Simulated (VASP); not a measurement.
Re: single point with PBEsol

Crystal: Re.

```
CELL_PARAMETERS angstrom
-0.08714 1.90558 1.94312
1.90558 -0.08714 1.94312
1.83472 1.83472 -0.01627
ATOMIC_POSITIONS crystal
Re 0.00000 0.00000 0.00000
```

This cell differs from its parent crystal: strained.

| Property | Result |
| --- | --- |
| Program | VASP 6.6.1 |
| Task | single point |
| Functional | PBEsol |
| Potentials or basis | VASP PAW PBE potentials, release 64 (Re) |
| Cutoff | 520 eV |
| k mesh | 16 × 16 × 16 |
| Occupations | gaussian, width 0.1 eV |
| Spin | no spin polarisation |

```json
{
 "Pressure": "12.1 GPa"
}
```

Stress tensor (GPa, compression positive):
```
15.29 22.06  2.08
22.06 15.29  2.08
 2.08  2.08  5.69
```

Levels at points of the mesh, in eV from the Fermi level:
```tsv
k point	band 1	band 2	band 3	band 4	band 5	band 6	band 7	band 8
(0.00, 0.00, 0.00)	-10.43	-2.74	-2.48	-1.08	1.18	1.59	13.88	18.83
(0.50, 0.00, 0.00)	-7.26	-2.95	-1.27	-0.22	3.37	4.22	9.80	13.80
(0.50, 0.50, 0.00)	-7.20	-6.30	2.61	4.01	4.76	4.81	11.28	13.19
(0.00, 0.00, 0.50)	-7.13	-2.92	-1.87	0.62	3.47	4.51	11.11	13.20
(0.50, 0.00, 0.50)	-7.18	-6.30	3.09	3.62	4.52	5.14	12.16	12.69
(0.50, 0.50, 0.50)	-7.12	-2.88	-2.08	0.82	3.66	4.58	11.30	13.04
```

Run time: 65 s on 1 thread of Intel(R) Xeon(R) 6975P-C (Granite Rapids), on a shared host, peak memory 0.27 GiB.

Caveat: the cell differs from its parent crystal (strained); the PAW data sets were made with another functional, which shifts forces and pressure a little; spin-orbit coupling is left out, which moves the levels of the heavy elements.
